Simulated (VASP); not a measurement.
Write the native input for VASP 6.6.1 that does the following.

| Property | Result |
| --- | --- |
| Task | single point |
| Functional | PBE |
| Potentials or basis | VASP PAW PBE potentials, release 64 (Sc_sv, Ga_d, S) |
| Cutoff | 520 eV |
| k mesh | 4 × 4 × 3 |
| Occupations | gaussian, width 0.2 eV |
| Spin | no spin polarisation |
| Dipole correction | no |
| Further INCAR settings | ALGO = Normal; EDIFF = 1e-07; NBANDS = 50 |

The structure of ScGa5S lies in POSCAR:

```
ScGa5S
1.0
    4.3796529571      0.0000000000      0.0000000000
    0.0000000000      4.9341792000      0.0000000000
    0.0000000000      0.0000000000      6.8402800065
Sc Ga S
1 5 1
Direct
    0.0000000000      0.0000000000      0.5000000000
    0.5669959237      0.7553706770      0.2073950201
    0.4330040763      0.7553706770      0.7926049799
    0.4330040763      0.2446293230      0.2073950201
    0.5669959237      0.2446293230      0.7926049799
    0.0000000000      0.5000000000      0.0000000000
    0.0000000000      0.5000000000      0.5000000000
```

These files were run (other wordings do the same):

INCAR

```
SYSTEM = ScGa5S
ALGO = Normal
EDIFF = 1E-7
ENCUT = 520
GGA = PE
ISIF = 2
ISMEAR = 0
LASPH = .True.
LCHARG = .False.
LREAL = .False.
LWAVE = .False.
NBANDS = 50
NELM = 80
PREC = Accurate
SIGMA = 0.2
```

KPOINTS

```
k-points
0
Gamma
  4 4 3
  0 0 0
```

Potentials or basis: VASP PAW PBE potentials, release 64 (Sc_sv, Ga_d, S).

Launch:

```console
$ cat potpaw_PBE.64/Sc_sv/POTCAR potpaw_PBE.64/Ga_d/POTCAR potpaw_PBE.64/S/POTCAR > POTCAR
$ mpirun -np 1 vasp_std > vasp.out
```

It gave:

| Quantity | Value |
| --- | --- |
| Pressure | 0.2 GPa |
| Largest force | 0.063 eV/Å |
| Band gap on the k mesh | zero (band 41 reaches 4.75 eV, above the bottom of band 42 at 3.87 eV) |

Run time: 94 s on 1 thread of Intel(R) Xeon(R) 6975P-C (Granite Rapids), on a shared host, peak memory 0.32 GiB.
